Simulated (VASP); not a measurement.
Sc3InC, 5 atoms in the cell. The structure is cubic, space group Pm-3m (No. 221). The conventional cell has a = 4.551 Å, b = 4.551 Å, c = 4.551 Å, α = 90.00°, β = 90.00°, γ = 90.00°. Within 3.0 Å of Sc (site symmetry 4/mmm) lie 2 C at 2.28 Å. In (site symmetry m-3m) has 12 Sc at 3.22 Å and 8 C at 3.94 Å within 4.2 Å. C (site symmetry m-3m) has 6 Sc at 2.28 Å within 3.0 Å. 

* Program: VASP 6.6.1
* Task: single point
* Functional: LDA
* Potentials or basis: VASP PAW LDA potentials, release 64 (Sc_sv, In_d, C)
* Cutoff: 520 eV
* k mesh: 5 × 5 × 5
* Occupations: fermi-dirac, width 0.01 eV
* Spin: no spin polarisation
* Dipole correction: no
* Further INCAR settings: ALGO = Normal; EDIFF = 1e-07; NBANDS = 33

Potentials or basis: VASP PAW LDA potentials, release 64 (Sc_sv, In_d, C).

The run is started by

```console
$ cat potpaw_LDA.64/Sc_sv/POTCAR potpaw_LDA.64/In_d/POTCAR potpaw_LDA.64/C/POTCAR > POTCAR
$ mpirun -np 1 vasp_std > vasp.out
```

Hardware: 1 thread of Intel(R) Xeon(R) Platinum 8375C CPU @ 2.90GHz (Ice Lake) (shared host).

Task: Estimate the wall time of this run.

Result: It took 31 s on 1 thread of Intel(R) Xeon(R) Platinum 8375C CPU @ 2.90GHz (Ice Lake), on a shared host, peak memory 0.18 GiB. Counts: scf iterations 17, k points 10.
